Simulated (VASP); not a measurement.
# Ti2O (P-3m1) in VASP: relaxation of cell and atoms with r2SCAN

Aim: the relaxation of cell and atoms of Ti2O with r2SCAN.

Everything below comes from runs of VASP 6.6.1. Logs are shortened: lines on timing, memory, paths and dates and some standing lists are left out, and cuts for length are marked.

## Step 1: The cell of the first run

Symmetry: P-3m1, No. 164, trigonal system. Conventional cell: a = 2.919 Å, b = 2.919 Å, c = 4.713 Å, α = 90.00°, β = 90.00°, γ = 120.00°. Ti (site symmetry 3m) has 3 O at 2.14 Å and 3 Ti at 2.68 Å within 2.8 Å. Within 2.8 Å of O (site symmetry -3m) lie 6 Ti at 2.14 Å.

## Step 2: Relaxation of cell and atoms, r2SCAN

Input file POSCAR:

```
Ti2O
1.0
    2.9194000000      0.0000000000      0.0000000000
   -1.4597000000      2.5282745638      0.0000000000
    0.0000000000      0.0000000000      4.7130000000
Ti O
2 1
Direct
    0.6666670000      0.3333330000      0.2787400000
    0.3333330000      0.6666670000      0.7212600000
    0.0000000000      0.0000000000      0.0000000000
```

Input file INCAR.step1:

```
PREC     = Accurate       # precision mode
ENCUT    = 600            # plane-wave cutoff, eV
ISMEAR   = 1              # smearing method
SIGMA    = 0.1            # smearing width, eV
LREAL    = F              # projectors in reciprocal space
LASPH    = T              # aspherical terms in the spheres
NELM     = 60             # most SCF steps
GGA      = PE             # functional
ALGO     = Normal         # electronic algorithm
EDIFF    = 1E-4           # SCF threshold, eV
LWAVE    = T              # write WAVECAR
LCHARG   = F              # write CHGCAR
```

Input file INCAR.step2:

```
PREC     = Accurate       # precision mode
ENCUT    = 600            # plane-wave cutoff, eV
EDIFF    = 1E-6           # SCF threshold, eV
ISMEAR   = 1              # smearing method
SIGMA    = 0.1            # smearing width, eV
LREAL    = F              # projectors in reciprocal space
LASPH    = T              # aspherical terms in the spheres
NELM     = 60             # most SCF steps
ALGO     = Normal         # electronic algorithm
ISIF     = 3              # what is computed and relaxed
LWAVE    = F              # write WAVECAR
LCHARG   = F              # write CHGCAR
METAGGA  = R2SCAN         # meta-GGA
LMIXTAU  = T            
IBRION   = 2              # ionic algorithm
NSW      = 80             # ionic steps
EDIFFG   = -0.01          # ionic threshold
ISTART   = 1
```

Input file KPOINTS:

```
regular mesh
0
Gamma
  13 13 7
```

Potentials or basis: VASP PAW PBE potentials, release 64 (Ti_sv, O).

Command:

```console
$ cat potpaw_PBE.64/Ti_sv/POTCAR potpaw_PBE.64/O/POTCAR > POTCAR
$ cp INCAR.step1 INCAR
$ mpirun -np 1 vasp_std > vasp.out
$ cp INCAR.step2 INCAR
$ mpirun -np 1 vasp_std > vasp.out
```

OUTCAR:

```text
PREC = Accurate
   ENCUT = 600
   EDIFF = 1E-6
   ISMEAR = 1
   LREAL = F
   LASPH = T
   NELM = 60
   ISIF = 3
   METAGGA = R2SCAN
   IBRION = 2
   NSW = 80
   EDIFFG = -0.01
   ISTART = 1

 ion  position               nearest neighbor table
   1  0.667  0.333  0.279-   3 2.14   3 2.14   3 2.14   2 2.68   2 2.68   2 2.68
   2  0.333  0.667  0.721-   3 2.14   3 2.14   3 2.14   1 2.68   1 2.68   1 2.68
   3  0.000  0.000  0.000-   1 2.14   2 2.14   2 2.14   1 2.14   1 2.14   2 2.14

  LATTYP: Found a hexagonal cell.
 ALAT       =     2.9194000000
 C/A-ratio  =     1.6143728163

  Lattice vectors:

 A1 = (   2.9194000000,   0.0000000000,   0.0000000000)
 A2 = (  -1.4597000000,   2.5282745638,   0.0000000000)
 A3 = (   0.0000000000,   0.0000000000,   4.7130000000)

Analysis of symmetry for initial positions (statically):
=====================================================================
 Subroutine PRICEL returns:
 Original cell was already a primitive cell.

 Routine SETGRP: Setting up the symmetry group for a
 hexagonal supercell.

 Subroutine GETGRP returns: Found 12 space group operations
 (whereof 12 operations were pure point group operations)
 out of a pool of 24 trial point group operations.

The static configuration has the point symmetry D_3d.

Analysis of symmetry for dynamics (positions and initial velocities):
=====================================================================
 Subroutine PRICEL returns:
 Original cell was already a primitive cell.

 Routine SETGRP: Setting up the symmetry group for a
 hexagonal supercell.

 Subroutine GETGRP returns: Found 12 space group operations
 (whereof 12 operations were pure point group operations)
 out of a pool of 24 trial point group operations.

The dynamic configuration has the point symmetry D_3d.

 Subroutine INISYM returns: Found 12 space group operations
 (whereof 12 operations are pure point group operations),
 and found     1 'primitive' translations

----------------------------------------------------------------------------------------

                                     Primitive cell

  volume of cell :      34.7869

  direct lattice vectors                    reciprocal lattice vectors
     2.919400000  0.000000000  0.000000000     0.342536138  0.197763331  0.000000000
    -1.459700000  2.528274564  0.000000000     0.000000000  0.395526662  0.000000000
     0.000000000  0.000000000  4.713000000     0.000000000  0.000000000  0.212179079

  length of vectors
     2.919400000  2.919400000  4.713000000     0.395526662  0.395526662  0.212179079

  position of ions in fractional coordinates (direct lattice)
     0.666667000  0.333333000  0.278740000
     0.333333000  0.666667000  0.721260000
     0.000000000  0.000000000  0.000000000

  ion indices of the primitive-cell ions
   primitive index   ion index
                 1           1
                 2           2
                 3           3

----------------------------------------------------------------------------------------

 KPOINTS: regular mesh

Automatic generation of k-mesh.
 Grid dimensions read from file:
 generate k-points for:   13   13    7

 Generating k-lattice:

  Cartesian coordinates                     Fractional coordinates (reciprocal lattice)
     0.026348934  0.015212564  0.000000000     0.076923077  0.000000000  0.000000000
     0.000000000  0.030425128  0.000000000     0.000000000  0.076923077  0.000000000
     0.000000000  0.000000000  0.030311297     0.000000000  0.000000000  0.142857143

  Length of vectors
     0.030425128  0.030425128  0.030311297

  Shift w.r.t. Gamma in fractional coordinates (k-lattice)
     0.000000000  0.000000000  0.000000000

 Subroutine IBZKPT returns following result:
 ===========================================

 Found    126 irreducible k-points:

 Following reciprocal coordinates:
            Coordinates               Weight
  0.000000  0.000000  0.000000      1.000000
  0.076923 -0.000000  0.000000      6.000000
  0.153846  0.000000  0.000000      6.000000
  0.230769  0.000000  0.000000      6.000000
  0.307692  0.000000  0.000000      6.000000
  0.384615  0.000000  0.000000      6.000000
[... 16 lines left out ...]
  0.076923 -0.000000  0.142857      6.000000
  0.000000  0.076923  0.142857      6.000000
 [... further k-points ...]
   k-points           NKPTS =    126   k-points in BZ     NKDIM =    126   number of bands    NBANDS=     19
   number of dos      NEDOS =    301   number of ions     NIONS =      3
   total plane-waves  NPLWV =  23040
   dimension x,y,z NGX =    24 NGY =   24 NGZ =   40
   dimension x,y,z NGXF=    48 NGYF=   48 NGZF=   80
   ions per type =               2   1
   NGX,Y,Z   is equivalent  to a cutoff of  13.67, 13.67, 14.11 a.u.
   NGXF,Y,Z  is equivalent  to a cutoff of  27.33, 27.33, 28.22 a.u.
 SYSTEM =  unknown system
   PREC   = accura    normal or accurate (medium, high low for compatibility)
   ISTART =      1    job   : 0-new  1-cont  2-samecut
   ICHARG =      0    charge: 1-file 2-atom 10-const
   ISPIN  =      1    spin polarized calculation?
   LNONCOLLINEAR =      F non collinear calculations
   LSORBIT =      F    spin-orbit coupling
   LASPH  =      T    aspherical Exc in radial PAW
   ENCUT  =  600.0 eV  44.10 Ry    6.64 a.u.   5.83  5.83  9.41*2*pi/ulx,y,z
   NELM   =     60;   NELMIN=  2; NELMDL=  0     # of ELM steps
   EDIFF  = 0.1E-05   stopping-criterion for ELM
   LREAL  =      F    real-space projection
   EDIFFG = -.1E-01   stopping-criterion for IOM
   NSW    =     80    number of steps for IOM
   IBRION =      2    ionic relax: 0-MD 1-quasi-New 2-CG
   NFREE  =      1    steps in history (QN), initial steepest desc. (CG)
   ISIF   =      3    stress and relaxation
   ISYM   =      2    0-nonsym 1-usesym 2-fastsym
   POTIM  = 0.5000    time-step for ionic-motion
   TEBEG  =    0.0;   TEEND  =   0.0 temperature during run
   PSTRESS=    0.0 pullay stress
   NELECT =      30.0000    total number of electrons
   NUPDOWN=      -1.0000    fix difference up-down
   EMIN   =  10.00;   EMAX   =-10.00  energy-range for DOS
   EFERMI =   0.00;   METHOD = LEGACY
   ISMEAR =     1;   SIGMA  =   0.10  broadening in eV -4-tet -1-fermi 0-gaus
   EFERMI_NEDOS =   21; number of points for ismear=-14 and -15
   IALGO  =     38    algorithm
   IMIX   =      4    mixing-type and parameters
     AMIX     =   0.40;   BMIX     =  1.00
     AMIX_MAG =   1.60;   BMIX_MAG =  1.00
  volume/ion in A,a.u.               =      11.60        78.25
  Fermi-wavevector in a.u.,A,eV,Ry     =   1.558273  2.944709 33.037859  2.428214
  Thomas-Fermi vector in A             =   2.661801
   LORBIT       =      0    0 simple, 1 ext, 2 COOP (PROOUT), +10 PAW based schemes
   METAGGA = R2SCAN    functional components
   LHFCALC =     F    Hartree Fock is set to
   AEXX    =    0.0000 exact exchange contribution
   IVDW    =     0    specifies the selected vdW correction
   LEPSILON=     F    determine dielectric tensor
   LRPA    =     F    only Hartree local field effects (RPA)
 conjugate gradient relaxation of ions
 non-spin polarized calculation
 Methfessel and Paxton  Order N= 1 SIGMA  =   0.10
  energy-cutoff  :      600.00
  volume of cell :       34.79
 maximum number of plane-waves:      1182
   NGX = 11   NGY = 11   NGZ = 19

--------------------------------------- Ionic step        1  -------------------------------------------

 number of electron      29.9999995 magnetization

 Free energy of the ion-electron system (eV)
  ---------------------------------------------------
  ext. energy  EPLUGINS =         0.00000000
  ---------------------------------------------------
  free energy    TOTEN  =       -37.76480611 eV

  energy without entropy =      -37.76526106  energy(sigma->0) =      -37.76495776

------------------------ aborting loop because EDIFF is reached ----------------------------------------

  FORCE on cell =-STRESS in cart. coord.  units (eV):
  Direction    XX          YY          ZZ          XY          YZ          ZX
  --------------------------------------------------------------------------------------
  -------------------------------------------------------------------------------------
  Total        1.6274008      1.6274008      3.3021523      0.0000000      0.0000000      0.0000000
  in kB       74.9531373     74.9531373    152.0871087      0.0000000      0.0000000      0.0000000
  external PRESSURE =     100.6644611 kB  Pullay stress =       0.0000000 kB
[... 92 lines left out ...]
  FREE ENERGIE OF THE ION-ELECTRON SYSTEM (eV)
  ---------------------------------------------------
  free  energy   TOTEN  =       -37.8535657955 eV

  energy  without entropy=      -37.8525776362  energy(sigma->0) =      -37.85323641

 E-fermi :   9.9728     XC(G=0): -13.0811

 val. band max:        9.9728222320   @ k =   0.3846   0.0000   0.2857
 cond. band min:       9.9792623892   @ k =   0.0000   0.1538   0.1429
 fundamental gap:      0.0064401571
 Fermi energy:         9.9728244792

 k-point     1 :       0.0000    0.0000    0.0000
  band No.  band energies     occupation
      1     -49.7578      2.00000
      2     -49.6260      2.00000
      3     -25.3674      2.00000
      4     -24.6997      2.00000
      5     -24.6997      2.00000
      6     -24.6365      2.00000
[... 505 lines left out ...]
      6     -24.6763      2.00000
[... 11 lines left out ...]
     18      10.9153     -0.00000
     19      11.2740     -0.00000

 [... further k-points ...]

[... ionic steps 4 to 7 ...]

--------------------------------------- Ionic step        8  -------------------------------------------

 number of electron      29.9999996 magnetization

------------------------ aborting loop because EDIFF is reached ----------------------------------------
[... 69 lines left out ...]
--------------------------------------- Ionic step       10  -------------------------------------------

 number of electron      29.9999995 magnetization

 Free energy of the ion-electron system (eV)
  ---------------------------------------------------
  ext. energy  EPLUGINS =         0.00000000
  ---------------------------------------------------
  free energy    TOTEN  =       -37.86084762 eV

  energy without entropy =      -37.86025103  energy(sigma->0) =      -37.86064876

 E-fermi :  10.0248     XC(G=0): -13.1221

 val. band max:       10.0203248197   @ k =   0.1538   0.0000   0.2857
 cond. band min:      10.0356690870   @ k =   0.0000   0.0769   0.4286
 fundamental gap:      0.0153442673
 Fermi energy:        10.0248349208

 k-point     1 :       0.0000    0.0000    0.0000
  band No.  band energies     occupation
      1     -49.6674      2.00000
      2     -49.5395      2.00000
      3     -25.2842      2.00000
      4     -24.6118      2.00000
      5     -24.6118      2.00000
      6     -24.5443      2.00000
[... 505 lines left out ...]
      6     -24.5932      2.00000
[... 11 lines left out ...]
     18      11.0632     -0.00000
     19      11.3962     -0.00000

 [... further k-points ...]
[... 5 lines left out ...]
  --------------------------------------------------------------------------------------
  -------------------------------------------------------------------------------------
  Total        0.0053495      0.0053495     -0.0036399      0.0000000      0.0000000     -0.0000000
  in kB        0.2349025      0.2349025     -0.1598318      0.0000000      0.0000000     -0.0000000
  external PRESSURE =       0.1033244 kB  Pullay stress =       0.0000000 kB
[... 18 lines left out ...]
  FREE ENERGIE OF THE ION-ELECTRON SYSTEM (eV)
  ---------------------------------------------------
  free  energy   TOTEN  =       -37.8608476190 eV

  energy  without entropy=      -37.8602510281  energy(sigma->0) =      -37.86064876

 reached required accuracy - stopping structural energy minimisation
```

Wall time 17 min (1 thread of Intel Xeon 6975P-C (Granite Rapids), shared host); peak memory 0.25 GiB.

Results:

```yaml
Free_energy: -37.8608 eV
Relaxed_volume: 12.16 Å³/atom
Relaxed_cell: a = 2.956 Å, b = 2.956 Å, c = 4.823 Å, α = 90.00°, β = 90.00°, γ = 120.00°
Space_group_after_relaxing_to_0.1_Å: P-3m1 (No. 164)
Energy_gained_by_relaxing: 32.0 meV/atom
Ionic_steps: 10
Pressure_after_relaxing: 0.0 GPa
Largest_force_after_relaxing: 0.006 eV/Å
Band_gap_on_the_k_mesh: zero (bands 15 and 16 overlap by 0.90 eV)
```

Forces in eV/Å, atoms in the order of the input:
```
Ti   0.000  0.000  0.006
Ti   0.000  0.000 -0.006
O    0.000  0.000  0.000
```

The path:
```csv
step,energy change (eV),largest force (eV/Å),pressure (GPa),volume (Å³)
1,0.0000,0.9735,10.07,34.79
2,-0.0240,0.0251,-9.80,38.58
3,-0.0888,0.3269,-1.63,36.74
4,-0.0888,0.3362,-1.42,36.70
5,-0.0950,0.0046,0.70,36.35
6,-0.0952,0.0470,0.43,36.39
7,-0.0959,0.0053,-0.10,36.50
8,-0.0960,0.0058,-0.25,36.54
9,-0.0960,0.0061,0.11,36.47
10,-0.0960,0.0063,0.01,36.49
```

Final structure:
```
Ti O
1.0
     2.95558    0.00000    0.00000
    -1.47779    2.55961    0.00000
     0.00000    0.00000    4.82299
Ti O
2 1
Direct
  0.66667 0.33333 0.26928
  0.33333 0.66667 0.73072
  0.00000 0.00000 0.00000
```

Levels at points of the mesh, in eV from the Fermi level:
```csv
k point,band 13,band 14,band 15,band 16,band 17,band 18
"(0.00, 0.00, 0.00)",-4.15,-0.37,0.20,0.56,0.56,1.10
```

Caveat: the PAW data sets were made with another functional, which shifts forces and pressure a little. Zero-point motion and thermal expansion aren't in these numbers.
